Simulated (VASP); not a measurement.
Set up this calculation in VASP 6.6.1, as the native input.

```
Task                   : single point
Functional             : PBE
Potentials or basis    : VASP PAW PBE potentials, release 64 (Si, Ti_sv)
Cutoff                 : 520 eV
k mesh                 : 2 × 2 × 2
Occupations            : gaussian, width 0.02 eV
Spin                   : no spin polarisation
Dipole correction      : no
Further INCAR settings : LREAL = Auto; ALGO = Normal; EDIFF = 1e-07; NBANDS = 52
```

The structure of TiSi16 (a cell with a defect) lies in POSCAR:

```
TiSi16
1.0
    0.0000000000      5.4300000000      5.4300000000
    5.4300000000      0.0000000000      5.4300000000
    5.4300000000      5.4300000000      0.0000000000
Si Ti
16 1
Direct
   -0.0165560773      0.0511720994     -0.0169290055
    0.1262071823      0.1368959484      0.1259086556
    0.0131982505     -0.0109046961      0.4992428177
    0.1262338858      0.1369430939      0.6117265193
    0.0122678637      0.5075098527      0.0121006446
    0.1087508287      0.6753928177      0.1082092081
    0.0123215470      0.5075736648      0.4686880295
    0.1558521179      0.6183055249      0.6131909761
    0.4995383978     -0.0116551565      0.0134094843
    0.6122451197      0.1362311234      0.1261887661
    0.4995782689     -0.0117198895      0.4995427256
    0.6417472376      0.0755043278      0.6417813076
    0.4690612339      0.5067312155      0.0124855433
    0.6134194291      0.6174540516      0.1561941989
    0.5162441068      0.4509566298      0.5167476059
    0.6135184162      0.6174018416      0.6136000000
    0.8128378453      0.5621608656      0.8128319521
```

These files were run (other wordings do the same):

INCAR

```
SYSTEM = TiSi16
PREC = Accurate
ENCUT = 520
EDIFF = 1E-7
ISMEAR = 0
SIGMA = 0.02
LREAL = Auto
LASPH = .True.
NELM = 100
ALGO = Normal
ISIF = 2
LWAVE = .False.
LCHARG = .False.
GGA = PE
NBANDS = 52
```

KPOINTS

```
regular mesh
0
Gamma
  2 2 2
  0 0 0
```

Potentials or basis: VASP PAW PBE potentials, release 64 (Si, Ti_sv).

Run with:

```bash
$ cat potpaw_PBE.64/Si/POTCAR potpaw_PBE.64/Ti_sv/POTCAR > POTCAR
$ mpirun -np 1 vasp_std > vasp.out
```

Results of the run:

```json
{
 "Pressure": "5.9 GPa",
 "Largest force": "0.043 eV/Å",
 "Band gap on the k mesh": "zero (bands 38 and 39 overlap by 0.20 eV)"
}
```

Caveat: the k points lie up to 0.50 Å⁻¹ apart.

Wall time 2.5 min on 1 thread of AMD EPYC 9R45 96-Core Processor (Zen 5), on a shared host, peak memory 0.47 GiB.
